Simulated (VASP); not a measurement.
Here is a VASP 6.6.1 calculation.

The input INCAR:

```
SYSTEM = HfN
PREC = Accurate
ENCUT = 520
EDIFF = 1E-7
ISMEAR = 0
SIGMA = 0.15
LREAL = .False.
LASPH = .True.
NELM = 100
ALGO = Normal
ISIF = 2
LWAVE = .False.
LCHARG = .True.
GGA = PE
LELF = .True.
LVHAR = .True.
NBANDS = 14
```

KPOINTS

```
regular mesh
0
Gamma
  22 22 22
  0 0 0
```

POSCAR

```
HfN
1.0
    0.0000000000      2.2738965586      2.2738965586
    2.2738965586      0.0000000000      2.2738965586
    2.2738965586      2.2738965586      0.0000000000
Hf N
1 1
Direct
    0.0000000000      0.0000000000      0.0000000000
    0.3680678772      0.3680678772      0.6319321228
```

Potentials or basis: VASP PAW PBE potentials, release 64 (Hf_pv, N).

Run with:

```bash
$ cat potpaw_PBE.64/Hf_pv/POTCAR potpaw_PBE.64/N/POTCAR > POTCAR
$ mpirun -np 1 vasp_std > vasp.out
```

Task: What does it give for the band gap on the k mesh?

Result: Zero (an odd number of electrons rules out a gap without spin polarisation).

Task: What does it give for the pressure?

Result: 56.3 GPa.

Task: What does it give for the largest force?

Result: 14.066 eV/Å.

Forces on the atoms (eV/Å):
```
Hf    0.000   0.000 -14.066
N     0.000   0.000  14.066
```

Caveat: the cell differs from its parent crystal (atom 2 (N) moved by (+0.000, -0.600) A along [1 1 0] and z); the cell stands under pressure; spin-orbit coupling is left out, which moves the levels of the heavy elements; forces of over 1 eV/Å act on the atoms, so gaps and moduli don't describe the material at rest.
